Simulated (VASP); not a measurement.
Crystal: Au.

```
Au
1.0
    -1.65727    1.65727    1.65727
     1.65727   -1.65727    1.65727
     1.65727    1.65727   -1.65727
Au
1
Direct
  0.00000 0.00000 0.00000
```

| Item | Value |
| --- | --- |
| Program | VASP 6.6.1 |
| Task | relaxation of cell and atoms |
| Functional | LDA |
| Potentials or basis | VASP PAW LDA potentials, release 64 (Au) |
| Cutoff | 600 eV |
| k mesh | 11 × 11 × 11 |
| Occupations | fermi-dirac, width 0.05 eV |
| Spin | no spin polarisation |

At the start: pressure -12.6 GPa; volume 18.21 Å³/atom.

How do energy, volume and symmetry change on relaxing?

Over 4 steps the energy falls by 65.6 meV/atom and the volume is 16.70 Å³/atom (-8.3 %); space group Im-3m (No. 229, to 0.05 Å).

Step by step:
| step | energy change (eV) | largest force (eV/Å) | pressure (GPa) | volume (Å³) |
| --- | --- | --- | --- | --- |
| 1 | 0.0000 | 0.0000 | -12.58 | 18.21 |
| 2 | 0.1221 | 0.0000 | 34.52 | 14.69 |
| 3 | -0.0655 | 0.0000 | -0.65 | 16.75 |
| 4 | -0.0656 | 0.0000 | -0.09 | 16.70 |

Final structure:
```
Au
1.0
    -1.61033    1.61033    1.61033
     1.61033   -1.61033    1.61033
     1.61033    1.61033   -1.61033
Au
1
Direct
  0.00000 0.00000 0.00000
```
